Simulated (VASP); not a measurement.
# MgSi64 (a cell with a defect) in VASP: relaxation of the atoms with PBEsol

Aim: the relaxation of the atoms of MgSi64 (a cell with a defect) with PBEsol.

Program: VASP 6.6.1. These are calculated values, not measurements. Logs are shortened: lines on timing, memory, paths and dates and some standing lists are left out, and cuts for length are marked.

## 1. The cell of the first run

The cell holds a defect, 65 atoms: a = 10.866 Å, b = 10.866 Å, c = 10.866 Å, α = 90.00°, β = 90.00°, γ = 90.00°.

## 2. Relaxation of the atoms, PBEsol

INCAR

```
SYSTEM = MgSi64
ALGO = Normal
EDIFF = 1E-7
EDIFFG = -0.03
ENCUT = 450
GGA = PS
GGA_COMPAT = .False.
IBRION = 2
ISIF = 2
ISMEAR = -1
ISYM = -1
KPAR = 1
LASPH = .True.
LCHARG = .False.
LREAL = Auto
LWAVE = .False.
NELECT = 256.0
NELM = 120
NELMIN = 4
NSW = 100
PREC = Accurate
SIGMA = 0.05
```

KPOINTS

```
explicit points
1
Reciprocal
  0.25000000   0.25000000   0.25000000 1
```

POSCAR

```
MgSi64
1.0
   10.8655790000      0.0000000000      0.0000000000
    0.0000000000     10.8655790000      0.0000000000
    0.0000000000      0.0000000000     10.8655790000
Si Mg
64 1
Direct
    0.0027720000      0.0016560000      0.9961530000
    0.0018690000      0.0019770000      0.4999310000
    0.0004480000      0.5001720000      0.9992210000
    0.0031220000      0.5025010000      0.5024150000
    0.4999700000      0.0016270000      0.9999360000
    0.5014820000      0.9995260000      0.4979090000
    0.4983880000      0.5033310000      0.0030020000
    0.5038230000      0.4967190000      0.5020960000
    0.1227950000      0.1208490000      0.1270840000
    0.1246480000      0.1260690000      0.6242530000
    0.1216340000      0.6241730000      0.1236870000
    0.1263390000      0.6264460000      0.6234180000
    0.6255180000      0.1242680000      0.1239980000
    0.6242750000      0.1239070000      0.6226220000
    0.6233310000      0.6252280000      0.1240380000
    0.6246970000      0.6245110000      0.6239980000
    0.2485550000      0.2491830000      0.0026340000
    0.2511450000      0.2489720000      0.4988700000
    0.2489900000      0.7504350000      0.0002110000
    0.2504910000      0.7467770000      0.5030740000
    0.7508780000      0.2499400000      0.0002730000
    0.7496810000      0.2513330000      0.4982620000
    0.7511630000      0.7447970000      0.0030030000
    0.7528800000      0.7491630000      0.5012120000
    0.3756960000      0.3723780000      0.1249450000
    0.3752460000      0.3743110000      0.6279200000
    0.3769150000      0.8751990000      0.1234230000
    0.3733510000      0.8739460000      0.6233990000
    0.8760070000      0.3742640000      0.1230100000
    0.8762350000      0.3729910000      0.6263910000
    0.8770510000      0.8737780000      0.1258070000
    0.8713610000      0.8756150000      0.6243340000
    0.2528780000      0.9955330000      0.2516210000
    0.2488710000      0.0036360000      0.7525850000
    0.2500660000      0.5021660000      0.2473100000
    0.2503270000      0.5041950000      0.7509830000
    0.7483430000      0.0005130000      0.2495280000
    0.7482940000      0.9997710000      0.7520540000
    0.7491550000      0.4963330000      0.2476090000
    0.7524370000      0.5000630000      0.7498750000
    0.3741110000      0.1224710000      0.3754850000
    0.3727340000      0.1231980000      0.8761300000
    0.3756170000      0.6258980000      0.3741810000
    0.3724550000      0.6242260000      0.8773180000
    0.8731410000      0.1235570000      0.3754200000
    0.8753490000      0.1264760000      0.8758160000
    0.8715810000      0.6219580000      0.3750540000
    0.8784690000      0.6258070000      0.8744610000
    0.9987220000      0.2522730000      0.2496640000
    0.9970980000      0.2503580000      0.7508580000
    0.9997260000      0.7456780000      0.2507950000
    0.0006090000      0.7492610000      0.7498630000
    0.4969050000      0.2486090000      0.2503050000
    0.4990330000      0.2513080000      0.7474540000
    0.4996890000      0.7485720000      0.2491610000
    0.5002420000      0.7521760000      0.7502860000
    0.1248380000      0.3749370000      0.3744050000
    0.1267910000      0.3745350000      0.8755130000
    0.1255120000      0.8755580000      0.3752070000
    0.1270050000      0.8727910000      0.8767690000
    0.6248910000      0.3773160000      0.3759180000
    0.6268600000      0.3704360000      0.8752760000
    0.6256550000      0.8731310000      0.3762370000
    0.6238550000      0.8746350000      0.8762610000
    0.3728660000      0.3753600000      0.3794550000
```

Potentials or basis: VASP PAW PBE potentials, release 64 (Si, Mg).

Command:

```console
> cat potpaw_PBE.64/Si/POTCAR potpaw_PBE.64/Mg/POTCAR > POTCAR
> mpirun -np 4 vasp_std > vasp.out
```

OUTCAR:

```text
SYSTEM = MgSi64
   EDIFF = 1E-7
   EDIFFG = -0.03
   ENCUT = 450
   GGA = PS
   IBRION = 2
   ISIF = 2
   ISMEAR = -1
   ISYM = -1
   LASPH = .True.
   LREAL = Auto
   NELECT = 256.0
   NELM = 120
   NELMIN = 4
   NSW = 100
   PREC = Accurate

 ion  position               nearest neighbor table
   1  0.003  0.002  0.996-   9 2.32  60 2.34  46 2.34  31 2.40
   2  0.002  0.002  0.500-  10 2.33  59 2.35  45 2.35  32 2.39
   3  0.000  0.500  0.999-  11 2.32  48 2.34  29 2.35  58 2.36
   4  0.003  0.503  0.502-  12 2.31  57 2.37  47 2.38  30 2.39
   5  0.500  0.002  1.000-  13 2.34  42 2.34  27 2.34  64 2.35
   6  0.501  1.000  0.498-  14 2.33  63 2.34  41 2.34  28 2.38
   7  0.498  0.503  0.003-  15 2.31  44 2.34  25 2.36  62 2.44
   8  0.504  0.497  0.502-  61 2.30  16 2.33  65 2.35  26 2.36  43 2.42
   9  0.123  0.121  0.127-   1 2.32  49 2.37  17 2.37  33 2.38
  10  0.125  0.126  0.624-   2 2.33  18 2.35  34 2.35  50 2.37
  11  0.122  0.624  0.124-   3 2.32  51 2.32  35 2.35  19 2.37
  12  0.126  0.626  0.623-  20 2.29   4 2.31  36 2.35  52 2.35
  13  0.626  0.124  0.124-  37 2.33   5 2.34  21 2.35  53 2.38
  14  0.624  0.124  0.623-   6 2.33  22 2.37  54 2.37  38 2.37
  15  0.623  0.625  0.124-   7 2.31  23 2.31  55 2.33  39 2.37
  16  0.625  0.625  0.624-   8 2.33  24 2.36  40 2.37  56 2.37
  17  0.249  0.249  0.003-  25 2.34  58 2.35  42 2.36   9 2.37
[... 32 lines left out ...]
  50  0.997  0.250  0.751-  30 2.31  46 2.32  10 2.37  58 2.38
  51  1.000  0.746  0.251-  11 2.32  31 2.36  47 2.36  59 2.38
  52  0.001  0.749  0.750-  48 2.32  12 2.35  60 2.36  32 2.39
  53  0.497  0.249  0.250-  25 2.32  41 2.35  13 2.38  65 2.38  61 2.40
  54  0.499  0.251  0.747-  26 2.30  62 2.35  14 2.37  42 2.40
  55  0.500  0.749  0.249-  43 2.33  15 2.33  27 2.35  63 2.37
  56  0.500  0.752  0.750-  64 2.33  28 2.36  16 2.37  44 2.40
  57  0.125  0.375  0.374-  49 2.34  18 2.36   4 2.37  35 2.38  65 2.70
  58  0.127  0.375  0.876-  17 2.35   3 2.36  36 2.37  50 2.38
  59  0.126  0.876  0.375-  33 2.33   2 2.35  51 2.38  20 2.39
  60  0.127  0.873  0.877-  19 2.31   1 2.34  52 2.36  34 2.37
  61  0.625  0.377  0.376-   8 2.30  39 2.33  22 2.34  53 2.40  65 2.74
  62  0.627  0.370  0.875-  21 2.32  54 2.35  40 2.39   7 2.44
  63  0.626  0.873  0.376-   6 2.34  24 2.36  37 2.36  55 2.37
  64  0.624  0.875  0.876-  56 2.33  38 2.34   5 2.35  23 2.41
  65  0.373  0.375  0.379-  18 2.31   8 2.35  53 2.38  35 2.40  57 2.70  26 2.70  43 2.72  61 2.74
                            41 2.75  25 2.77

IMPORTANT INFORMATION: All symmetrisations will be switched off!
NOSYMM: (Re-)initialisation of all symmetry stuff for point group C_1.

----------------------------------------------------------------------------------------

                                     Primitive cell

  volume of cell :    1282.7990

  direct lattice vectors                    reciprocal lattice vectors
    10.865579000  0.000000000  0.000000000     0.092033752  0.000000000  0.000000000
     0.000000000 10.865579000  0.000000000     0.000000000  0.092033752  0.000000000
     0.000000000  0.000000000 10.865579000     0.000000000  0.000000000  0.092033752

  length of vectors
    10.865579000 10.865579000 10.865579000     0.092033752  0.092033752  0.092033752

  position of ions in fractional coordinates (direct lattice)
     0.002772000  0.001656000  0.996153000
     0.001869000  0.001977000  0.499931000
     0.000448000  0.500172000  0.999221000
     0.003122000  0.502501000  0.502415000
     0.499970000  0.001627000  0.999936000
     0.501482000  0.999526000  0.497909000
[... 57 lines left out ...]
     0.623855000  0.874635000  0.876261000
     0.372866000  0.375360000  0.379455000

  ion indices of the primitive-cell ions
   primitive index   ion index
                 1           1
                 2           2
                 3           3
                 4           4
                 5           5
                 6           6
[... 57 lines left out ...]
                64          64
                65          65

----------------------------------------------------------------------------------------

 KPOINTS: explicit points

Read explicit list of k-points.

 Found      1 k-points:

 Following reciprocal coordinates:
            Coordinates               Weight
  0.250000  0.250000  0.250000      1.000000
   k-points           NKPTS =      1   k-points in BZ     NKDIM =      1   number of bands    NBANDS=    164
   number of dos      NEDOS =    301   number of ions     NIONS =     65
   total plane-waves  NPLWV = 512000
   dimension x,y,z NGX =    80 NGY =   80 NGZ =   80
   dimension x,y,z NGXF=   160 NGYF=  160 NGZF=  160
   ions per type =              64   1
   NGX,Y,Z   is equivalent  to a cutoff of  12.24, 12.24, 12.24 a.u.
   NGXF,Y,Z  is equivalent  to a cutoff of  24.48, 24.48, 24.48 a.u.
 SYSTEM =  MgSi64
   PREC   = accura    normal or accurate (medium, high low for compatibility)
   ISTART =      0    job   : 0-new  1-cont  2-samecut
   ICHARG =      2    charge: 1-file 2-atom 10-const
   ISPIN  =      1    spin polarized calculation?
   LNONCOLLINEAR =      F non collinear calculations
   LSORBIT =      F    spin-orbit coupling
   LASPH  =      T    aspherical Exc in radial PAW
   ENCUT  =  450.0 eV  33.07 Ry    5.75 a.u.  18.79 18.79 18.79*2*pi/ulx,y,z
   NELM   =    120;   NELMIN=  4; NELMDL= -5     # of ELM steps
   EDIFF  = 0.1E-06   stopping-criterion for ELM
   LREAL  =      T    real-space projection
   EDIFFG = -.3E-01   stopping-criterion for IOM
   NSW    =    100    number of steps for IOM
   IBRION =      2    ionic relax: 0-MD 1-quasi-New 2-CG
   NFREE  =      1    steps in history (QN), initial steepest desc. (CG)
   ISIF   =      2    stress and relaxation
   ISYM   =     -1    0-nonsym 1-usesym 2-fastsym
   POTIM  = 0.5000    time-step for ionic-motion
   TEBEG  =    0.0;   TEEND  =   0.0 temperature during run
   PSTRESS=    0.0 pullay stress
   NELECT =     256.0000    total number of electrons
   NUPDOWN=      -1.0000    fix difference up-down
   EMIN   =  10.00;   EMAX   =-10.00  energy-range for DOS
   EFERMI =   0.00;   METHOD = LEGACY
   ISMEAR =    -1;   SIGMA  =   0.05  broadening in eV -4-tet -1-fermi 0-gaus
   EFERMI_NEDOS =   21; number of points for ismear=-14 and -15
   IALGO  =     38    algorithm
   IMIX   =      4    mixing-type and parameters
     AMIX     =   0.40;   BMIX     =  1.00
     AMIX_MAG =   1.60;   BMIX_MAG =  1.00
  volume/ion in A,a.u.               =      19.74       133.18
  Fermi-wavevector in a.u.,A,eV,Ry     =   0.956684  1.807871 12.452660  0.915245
  Thomas-Fermi vector in A             =   2.085634
   LORBIT       =      0    0 simple, 1 ext, 2 COOP (PROOUT), +10 PAW based schemes
   GGA     = PS    functional components
   LHFCALC =     F    Hartree Fock is set to
   AEXX    =    0.0000 exact exchange contribution
   IVDW    =     0    specifies the selected vdW correction
   LEPSILON=     F    determine dielectric tensor
   LRPA    =     F    only Hartree local field effects (RPA)
 conjugate gradient relaxation of ions
 non-spin polarized calculation
  energy-cutoff  :      450.00
  volume of cell :     1282.80
 maximum number of plane-waves:     27841
 NGX is ok and might be reduce to    80
   NGX = 37   NGY = 37   NGZ = 37

--------------------------------------- Ionic step        1  -------------------------------------------

 number of electron     256.0000004 magnetization

 Free energy of the ion-electron system (eV)
  ---------------------------------------------------
  ext. energy  EPLUGINS =         0.00000000
  ---------------------------------------------------
  free energy    TOTEN  =      -379.21483992 eV

  energy without entropy =     -379.21426516  energy(sigma->0) =     -379.21455254

------------------------ aborting loop because EDIFF is reached ----------------------------------------

  FORCE on cell =-STRESS in cart. coord.  units (eV):
  Direction    XX          YY          ZZ          XY          YZ          ZX
  --------------------------------------------------------------------------------------
  -------------------------------------------------------------------------------------
  Total       -8.1549662     -8.5354673     -8.1427106     -7.2357266     -7.6779792     -6.5562778
  in kB      -10.1853070    -10.6605415    -10.1700002     -9.0372045     -9.5895646     -8.1885934
  external PRESSURE =     -10.3386162 kB  Pullay stress =       0.0000000 kB
[... 278 lines left out ...]
  FREE ENERGIE OF THE ION-ELECTRON SYSTEM (eV)
  ---------------------------------------------------
  free  energy   TOTEN  =      -380.1407352715 eV

  energy  without entropy=     -380.1403881260  energy(sigma->0) =     -380.14056170

[... ionic steps 4 to 9 ...]

--------------------------------------- Ionic step       10  -------------------------------------------

 number of electron     256.0000013 magnetization

------------------------ aborting loop because EDIFF is reached ----------------------------------------
[... 193 lines left out ...]
--------------------------------------- Ionic step       12  -------------------------------------------

 number of electron     256.0000014 magnetization

 Free energy of the ion-electron system (eV)
  ---------------------------------------------------
  ext. energy  EPLUGINS =         0.00000000
  ---------------------------------------------------
  free energy    TOTEN  =      -380.44759102 eV

  energy without entropy =     -380.44728192  energy(sigma->0) =     -380.44743647

 E-fermi :   6.0327     XC(G=0):  -9.5716

 val. band max:        5.5572977204   @ k =   0.2500   0.2500   0.2500
 cond. band min:       6.4833051080   @ k =   0.2500   0.2500   0.2500
 fundamental gap:      0.9260073876
 Fermi energy:         6.0326966181

 k-point     1 :       0.2500    0.2500    0.2500
  band No.  band energies     occupation
      1      -5.9638      2.00000
      2      -5.4764      2.00000
      3      -5.3773      2.00000
      4      -5.3766      2.00000
      5      -4.9342      2.00000
      6      -4.8644      2.00000
[... 132 lines left out ...]
    139       7.5422      0.00000
    140       7.6639      0.00000
 [bands above 140 left out]

------------------------ aborting loop because EDIFF is reached ----------------------------------------

  FORCE on cell =-STRESS in cart. coord.  units (eV):
  Direction    XX          YY          ZZ          XY          YZ          ZX
  --------------------------------------------------------------------------------------
  -------------------------------------------------------------------------------------
  Total      -11.0068226    -11.0588728    -11.0138146     -9.4251096     -9.3989251     -9.4494750
  in kB      -13.7471898    -13.8121989    -13.7559226    -11.7716779    -11.7389742    -11.8021096
  external PRESSURE =     -13.7717704 kB  Pullay stress =       0.0000000 kB
[... 80 lines left out ...]
  FREE ENERGIE OF THE ION-ELECTRON SYSTEM (eV)
  ---------------------------------------------------
  free  energy   TOTEN  =      -380.4475910161 eV

  energy  without entropy=     -380.4472819153  energy(sigma->0) =     -380.44743647

 reached required accuracy - stopping structural energy minimisation
```

Run time: 9.3 min. Hardware: 4 MPI ranks of Intel Xeon 6975P-C (Granite Rapids), shared host; peak memory 0.4 GiB.

What came out:

| Quantity | Value |
| --- | --- |
| Free energy | -380.4476 eV |
| Energy gained by relaxing | 19.0 meV/atom |
| Ionic steps | 12 |
| Largest force after relaxing | 0.030 eV/Å |

Forces in eV/Å, atoms in the order of the input:
```
Si   0.000 -0.007  0.008
Si   0.000 -0.002 -0.008
Si  -0.001 -0.012  0.006
Si  -0.007 -0.008 -0.008
Si  -0.015  0.002  0.003
Si  -0.016  0.008  0.009
Si  -0.001 -0.002  0.007
Si  -0.002  0.015 -0.001
Si   0.009  0.016 -0.016
Si   0.006 -0.006 -0.001
Si   0.015 -0.013  0.007
Si   0.007 -0.014 -0.009
Si  -0.008  0.011  0.005
Si   0.003  0.005 -0.004
Si  -0.008 -0.001  0.013
Si   0.007 -0.005  0.001
Si  -0.004  0.001 -0.013
Si   0.010  0.015 -0.013
Si   0.007 -0.015 -0.004
Si   0.003  0.007 -0.009
Si  -0.014  0.002  0.002
Si  -0.002 -0.002 -0.001
Si  -0.005  0.007  0.004
Si   0.005  0.010 -0.011
Si   0.006 -0.005 -0.011
Si  -0.001 -0.005  0.005
Si  -0.004 -0.011  0.005
Si  -0.003 -0.007  0.002
Si  -0.003  0.000  0.006
Si  -0.002  0.006  0.010
Si  -0.004 -0.001  0.007
Si   0.009 -0.008  0.000
Si  -0.006  0.016 -0.014
Si   0.002 -0.015 -0.008
Si  -0.001 -0.005  0.011
Si  -0.002 -0.007  0.003
Si  -0.005  0.002  0.006
Si  -0.004 -0.001 -0.008
Si  -0.006  0.017  0.012
Si   0.002 -0.014  0.006
Si   0.011 -0.002 -0.007
Si  -0.004  0.008 -0.005
Si  -0.004  0.001  0.003
Si   0.006  0.001 -0.004
Si   0.008 -0.001  0.002
Si   0.002  0.008  0.001
Si   0.019  0.022  0.002
Si  -0.009 -0.014  0.016
Si   0.001 -0.013  0.001
Si   0.013 -0.002 -0.017
Si  -0.002  0.000 -0.005
Si   0.002 -0.008 -0.003
Si   0.008  0.010  0.002
Si   0.016 -0.010  0.009
Si  -0.012  0.000  0.001
Si  -0.012 -0.002  0.000
Si  -0.007  0.000  0.008
Si  -0.005 -0.001  0.004
Si   0.001  0.004  0.001
Si   0.002  0.003  0.000
Si   0.009 -0.002 -0.004
Si  -0.002  0.012  0.003
Si  -0.007  0.013  0.002
Si  -0.004 -0.007 -0.003
Mg   0.003  0.005 -0.003
```

The path:
```csv
step,energy change (eV),largest force (eV/Å),pressure (GPa)
1,0.0000,2.7586,-1.03
2,-0.9246,1.3817,-1.28
3,-0.9259,1.3306,-1.28
4,-1.1219,0.4240,-1.32
5,-1.1503,0.6814,-1.33
6,-1.2170,0.1313,-1.36
7,-1.2190,0.1072,-1.37
8,-1.2276,0.0566,-1.38
9,-1.2278,0.0627,-1.38
10,-1.2306,0.0422,-1.38
11,-1.2311,0.0602,-1.38
12,-1.2328,0.0296,-1.38
```

Caveat: the cell carries a net charge on a neutralising background, which shifts energy and pressure; the cell is charged against a uniform background, so pressure and absolute levels hang on convention; the PAW data sets were made with another functional, which shifts forces and pressure a little.
